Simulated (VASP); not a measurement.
# NaI in VASP: single point with r2SCAN

Aim: the single point of NaI with r2SCAN.

Program: VASP 6.6.1. These are calculated values, not measurements. Logs are shortened: lines on timing, memory, paths and dates and some standing lists are left out, and cuts for length are marked.

## (1) The cell of the first run

The cell holds a slab with vacuum, 8 atoms: a = 4.525 Å, b = 4.525 Å, c = 22.600 Å, α = 90.00°, β = 90.00°, γ = 90.00°.

## (2) Single point, r2SCAN

POSCAR

```
NaI
1.0
    3.2000000000      3.2000000000      0.0000000000
   -3.2000000000      3.2000000000      0.0000000000
    0.0000000000      0.0000000000     22.6000000000
I Na
4 4
Direct
    0.4995320000      0.4999660000      0.2843740000
    0.4998150000      0.5006250000      0.5695800000
    0.9988040000      0.0003610000      0.4313620000
    0.9999740000      0.0010450000      0.7163820000
    0.0002600000      0.9993670000      0.2927770000
    0.0001840000      0.0005910000      0.5745840000
    0.4990500000      0.4999900000      0.4261680000
    0.5002820000      0.5014810000      0.7080930000
```

INCAR.step1

```
PREC = Accurate ; ENCUT = 520
ISMEAR = -1 ; SIGMA = 0.05
LREAL = F ; LASPH = T
NELM = 100 ; NBANDS = 38
GGA = PE ; ALGO = Normal
EDIFF = 1E-4 ; LWAVE = T
LCHARG = F
```

INCAR.step2

```
PREC = Accurate ; ENCUT = 520
EDIFF = 1E-6 ; ISMEAR = -1
SIGMA = 0.05 ; LREAL = F
LASPH = T ; NELM = 100
ALGO = Normal ; ISIF = 2
LWAVE = F ; LCHARG = F
METAGGA = R2SCAN ; LMIXTAU = T
NBANDS = 38 ; ISTART = 1
```

KPOINTS

```
Automatic mesh
0
Gamma
  4 4 1
```

Potentials or basis: VASP PAW PBE potentials, release 64 (I, Na_pv).

The run is started by

```bash
> cat potpaw_PBE.64/I/POTCAR potpaw_PBE.64/Na_pv/POTCAR > POTCAR
> cp INCAR.step1 INCAR
> mpirun -np 1 vasp_std > vasp.out
> cp INCAR.step2 INCAR
> mpirun -np 1 vasp_std > vasp.out
```

OUTCAR:

```text
PREC = Accurate
   ENCUT = 520
   EDIFF = 1E-6
   ISMEAR = -1
   LREAL = F
   LASPH = T
   NELM = 100
   ISIF = 2
   METAGGA = R2SCAN
   ISTART = 1

 ion  position               nearest neighbor table
   1  0.500  0.500  0.284-
   2  0.500  0.501  0.570-   8 3.13
   3  0.999  0.000  0.431-   5 3.13
   4  1.000  0.001  0.716-
   5  0.000  0.999  0.293-   3 3.13
   6  0.000  0.001  0.575-
   7  0.499  0.500  0.426-
   8  0.500  0.501  0.708-   2 3.13

  LATTYP: Found a simple tetragonal cell.
 ALAT       =     4.5254833996
 C/A-ratio  =     4.9939416421

  Lattice vectors:

 A1 = (   3.2000000000,   3.2000000000,   0.0000000000)
 A2 = (  -3.2000000000,   3.2000000000,   0.0000000000)
 A3 = (   0.0000000000,   0.0000000000,  22.6000000000)

Analysis of symmetry for initial positions (statically):
=====================================================================
 Subroutine PRICEL returns:
 Original cell was already a primitive cell.

 Routine SETGRP: Setting up the symmetry group for a
 simple tetragonal supercell.

 Subroutine GETGRP returns: Found  1 space group operations
 (whereof  1 operations were pure point group operations)
 out of a pool of 16 trial point group operations.

The static configuration has the point symmetry C_1 .

Analysis of symmetry for dynamics (positions and initial velocities):
=====================================================================
 Subroutine PRICEL returns:
 Original cell was already a primitive cell.

 Routine SETGRP: Setting up the symmetry group for a
 simple tetragonal supercell.

 Subroutine GETGRP returns: Found  1 space group operations
 (whereof  1 operations were pure point group operations)
 out of a pool of 16 trial point group operations.

The dynamic configuration has the point symmetry C_1 .

 Subroutine INISYM returns: Found  1 space group operations
 (whereof  1 operations are pure point group operations),
 and found     1 'primitive' translations

----------------------------------------------------------------------------------------

                                     Primitive cell

  volume of cell :     462.8480

  direct lattice vectors                    reciprocal lattice vectors
     3.200000000  3.200000000  0.000000000     0.156250000  0.156250000  0.000000000
    -3.200000000  3.200000000  0.000000000    -0.156250000  0.156250000  0.000000000
     0.000000000  0.000000000 22.600000000     0.000000000  0.000000000  0.044247788

  length of vectors
     4.525483400  4.525483400 22.600000000     0.220970869  0.220970869  0.044247788

  position of ions in fractional coordinates (direct lattice)
     0.499532000  0.499966000  0.284374000
     0.499815000  0.500625000  0.569580000
     0.998804000  0.000361000  0.431362000
     0.999974000  0.001045000  0.716382000
     0.000260000  0.999367000  0.292777000
     0.000184000  0.000591000  0.574584000
     0.499050000  0.499990000  0.426168000
     0.500282000  0.501481000  0.708093000

  ion indices of the primitive-cell ions
   primitive index   ion index
                 1           1
                 2           2
                 3           3
                 4           4
                 5           5
                 6           6
                 7           7
                 8           8

----------------------------------------------------------------------------------------

 KPOINTS: Automatic mesh

Automatic generation of k-mesh.
 Grid dimensions read from file:
 generate k-points for:    4    4    1

 Generating k-lattice:

  Cartesian coordinates                     Fractional coordinates (reciprocal lattice)
     0.039062500  0.039062500  0.000000000     0.250000000  0.000000000  0.000000000
    -0.039062500  0.039062500  0.000000000     0.000000000  0.250000000  0.000000000
     0.000000000  0.000000000  0.044247788     0.000000000  0.000000000  1.000000000

  Length of vectors
     0.055242717  0.055242717  0.044247788

  Shift w.r.t. Gamma in fractional coordinates (k-lattice)
     0.000000000  0.000000000  0.000000000

 Subroutine IBZKPT returns following result:
 ===========================================

 Found     10 irreducible k-points:

 Following reciprocal coordinates:
            Coordinates               Weight
  0.000000  0.000000  0.000000      1.000000
  0.250000  0.000000  0.000000      2.000000
  0.000000  0.250000  0.000000      2.000000
  0.500000  0.000000  0.000000      1.000000
  0.000000  0.500000  0.000000      1.000000
  0.250000  0.250000  0.000000      2.000000
 -0.250000  0.250000  0.000000      2.000000
  0.500000  0.250000  0.000000      2.000000
 -0.250000  0.500000  0.000000      2.000000
  0.500000  0.500000  0.000000      1.000000
   k-points           NKPTS =     10   k-points in BZ     NKDIM =     10   number of bands    NBANDS=     38
   number of dos      NEDOS =    301   number of ions     NIONS =      8
   total plane-waves  NPLWV = 217728
   dimension x,y,z NGX =    36 NGY =   36 NGZ =  168
   dimension x,y,z NGXF=    72 NGYF=   72 NGZF=  336
   ions per type =               4   4
   NGX,Y,Z   is equivalent  to a cutoff of  13.22, 13.22, 12.36 a.u.
   NGXF,Y,Z  is equivalent  to a cutoff of  26.45, 26.45, 24.72 a.u.
 SYSTEM =  unknown system
   PREC   = accura    normal or accurate (medium, high low for compatibility)
   ISTART =      1    job   : 0-new  1-cont  2-samecut
   ICHARG =      0    charge: 1-file 2-atom 10-const
   ISPIN  =      1    spin polarized calculation?
   LNONCOLLINEAR =      F non collinear calculations
   LSORBIT =      F    spin-orbit coupling
   LASPH  =      T    aspherical Exc in radial PAW
   ENCUT  =  520.0 eV  38.22 Ry    6.18 a.u.   8.41  8.41 42.02*2*pi/ulx,y,z
   NELM   =    100;   NELMIN=  2; NELMDL=  0     # of ELM steps
   EDIFF  = 0.1E-05   stopping-criterion for ELM
   LREAL  =      F    real-space projection
   EDIFFG = 0.1E-04   stopping-criterion for IOM
   NSW    =      0    number of steps for IOM
   IBRION =     -1    ionic relax: 0-MD 1-quasi-New 2-CG
   NFREE  =      0    steps in history (QN), initial steepest desc. (CG)
   ISIF   =      2    stress and relaxation
   ISYM   =      2    0-nonsym 1-usesym 2-fastsym
   POTIM  = 0.5000    time-step for ionic-motion
   TEBEG  =    0.0;   TEEND  =   0.0 temperature during run
   PSTRESS=    0.0 pullay stress
   NELECT =      56.0000    total number of electrons
   NUPDOWN=      -1.0000    fix difference up-down
   EMIN   =  10.00;   EMAX   =-10.00  energy-range for DOS
   EFERMI =   0.00;   METHOD = LEGACY
   ISMEAR =    -1;   SIGMA  =   0.05  broadening in eV -4-tet -1-fermi 0-gaus
   EFERMI_NEDOS =   21; number of points for ismear=-14 and -15
   IALGO  =     38    algorithm
   IMIX   =      4    mixing-type and parameters
     AMIX     =   0.40;   BMIX     =  1.00
     AMIX_MAG =   1.60;   BMIX_MAG =  1.00
  volume/ion in A,a.u.               =      57.86       390.43
  Fermi-wavevector in a.u.,A,eV,Ry     =   0.809701  1.530113  8.920195  0.655616
  Thomas-Fermi vector in A             =   1.918741
   LORBIT       =      0    0 simple, 1 ext, 2 COOP (PROOUT), +10 PAW based schemes
   METAGGA = R2SCAN    functional components
   LHFCALC =     F    Hartree Fock is set to
   AEXX    =    0.0000 exact exchange contribution
   IVDW    =     0    specifies the selected vdW correction
   LEPSILON=     F    determine dielectric tensor
   LRPA    =     F    only Hartree local field effects (RPA)
 non-spin polarized calculation
  energy-cutoff  :      520.00
  volume of cell :      462.85
 maximum number of plane-waves:     12495
 NGX is ok and might be reduce to    36
   NGX = 17   NGY = 17   NGZ = 85

 number of electron      55.9999951 magnetization

 Free energy of the ion-electron system (eV)
  ---------------------------------------------------
  ext. energy  EPLUGINS =         0.00000000
  ---------------------------------------------------
  free energy    TOTEN  =      -124.00982921 eV

  energy without entropy =     -124.00982921  energy(sigma->0) =     -124.00982921

 E-fermi :  -1.1594     XC(G=0):  -4.9757

 val. band max:       -2.3061927014   @ k =   0.0000   0.0000   0.0000
 cond. band min:       2.2925094022   @ k =   0.0000   0.0000   0.0000
 fundamental gap:      4.5987021036
 Fermi energy:        -1.1594268762

 k-point     1 :       0.0000    0.0000    0.0000
  band No.  band energies     occupation
      1     -25.6851      2.00000
      2     -25.6786      2.00000
      3     -25.6585      2.00000
      4     -25.6584      2.00000
      5     -25.6513      2.00000
      6     -25.6512      2.00000
[... 30 lines left out ...]
     37       5.0585      0.00000
     38       5.3839      0.00000

 k-point     2 :       0.2500    0.0000    0.0000
  band No.  band energies     occupation
      1     -25.6850      2.00000
      2     -25.6785      2.00000
      3     -25.6600      2.00000
      4     -25.6582      2.00000
      5     -25.6529      2.00000
      6     -25.6510      2.00000
[... 30 lines left out ...]
     37       5.5171      0.00000
     38       5.7705      0.00000

 k-point     3 :       0.0000    0.2500    0.0000
  band No.  band energies     occupation
      1     -25.6850      2.00000
      2     -25.6785      2.00000
      3     -25.6600      2.00000
      4     -25.6582      2.00000
      5     -25.6528      2.00000
      6     -25.6510      2.00000
[... 30 lines left out ...]
     37       5.5171      0.00000
[... 207 lines left out ...]
 k-point     9 :      -0.2500    0.5000    0.0000
  band No.  band energies     occupation
      1     -25.6849      2.00000
      2     -25.6783      2.00000
      3     -25.6611      2.00000
      4     -25.6592      2.00000
      5     -25.6539      2.00000
      6     -25.6521      2.00000
[... 30 lines left out ...]
     37       5.8461      0.00000
     38       5.8508      0.00000

 k-point    10 :       0.5000    0.5000    0.0000
  band No.  band energies     occupation
      1     -25.6848      2.00000
      2     -25.6782      2.00000
      3     -25.6606      2.00000
      4     -25.6606      2.00000
      5     -25.6535      2.00000
      6     -25.6534      2.00000
[... 30 lines left out ...]
     37       6.2631      0.00000
     38       6.2631      0.00000

------------------------ aborting loop because EDIFF is reached ----------------------------------------

  FORCE on cell =-STRESS in cart. coord.  units (eV):
  Direction    XX          YY          ZZ          XY          YZ          ZX
  --------------------------------------------------------------------------------------
  -------------------------------------------------------------------------------------
  Total       -0.1601732     -0.1600417      0.3571626     -0.0022437     -0.0100725     -0.0013105
  in kB       -0.5544494     -0.5539944      1.2363407     -0.0077667     -0.0348665     -0.0045365
  external PRESSURE =       0.0426323 kB  Pullay stress =       0.0000000 kB

 VOLUME and BASIS-vectors are now :
 -----------------------------------------------------------------------------
  energy-cutoff  :      520.00
  volume of cell :      462.85
      direct lattice vectors                 reciprocal lattice vectors
     3.200000000  3.200000000  0.000000000     0.156250000  0.156250000  0.000000000
    -3.200000000  3.200000000  0.000000000    -0.156250000  0.156250000  0.000000000
     0.000000000  0.000000000 22.600000000     0.000000000  0.000000000  0.044247788

 POSITION                                       TOTAL-FORCE (eV/Angst)
 -----------------------------------------------------------------------------------
     -0.00139      3.19839      6.42685         0.003047      0.000166     -0.037323
     -0.00259      3.20141     12.87251         0.000148      0.000675      0.011153
      3.19502      3.19733      9.74878         0.002863      0.000816     -0.016759
      3.19657      3.20326     16.19023        -0.000876      0.002237      0.045564
     -3.19714      3.19881      6.61676        -0.003463     -0.001038     -0.017487
     -0.00130      0.00248     12.98560        -0.001832     -0.001602      0.000322
     -0.00301      3.19693      9.63140        -0.000419      0.002780      0.021362
     -0.00384      3.20564     16.00290         0.000532     -0.004034     -0.006833
 -----------------------------------------------------------------------------------
    total drift:                                0.003787     -0.000404     -0.018348

  FREE ENERGIE OF THE ION-ELECTRON SYSTEM (eV)
  ---------------------------------------------------
  free  energy   TOTEN  =      -124.0098292114 eV

  energy  without entropy=     -124.0098292113  energy(sigma->0) =     -124.00982921
```

It took 26 min on 1 thread of Oxide Virtual Turin-like, shared host; peak memory 0.59 GiB.

Results:

```
Free energy            : -124.0098 eV
Largest force          : 0.046 eV/Å
Band gap on the k mesh : 4.60 eV
```

Forces on the atoms (eV/Å):
```
I    0.003  0.000 -0.037
I    0.000  0.001  0.011
I    0.003  0.001 -0.017
I   -0.001  0.002  0.046
Na  -0.003 -0.001 -0.017
Na  -0.002 -0.002  0.000
Na   0.000  0.003  0.021
Na   0.001 -0.004 -0.007
```

Levels at points of the mesh, in eV from the valence-band top:
| k point | band 25 | band 26 | band 27 | band 28 | band 29 | band 30 | band 31 | band 32 |
| --- | --- | --- | --- | --- | --- | --- | --- | --- |
| (0.00, 0.00, 0.00) | -0.18 | -0.15 | 0.00 | 0.00 | 4.60 | 5.00 | 5.62 | 5.80 |
| (0.50, 0.00, 0.00) | -0.26 | -0.26 | -0.14 | -0.13 | 5.93 | 5.94 | 6.46 | 6.47 |
| (0.00, 0.50, 0.00) | -0.26 | -0.26 | -0.14 | -0.13 | 5.93 | 5.94 | 6.46 | 6.47 |
| (0.50, 0.50, 0.00) | -0.86 | -0.85 | -0.45 | -0.45 | 5.41 | 5.41 | 6.08 | 6.08 |

Caveat: the PAW data sets were made with another functional, which shifts forces and pressure a little; spin-orbit coupling is left out, which moves the levels of the heavy elements.
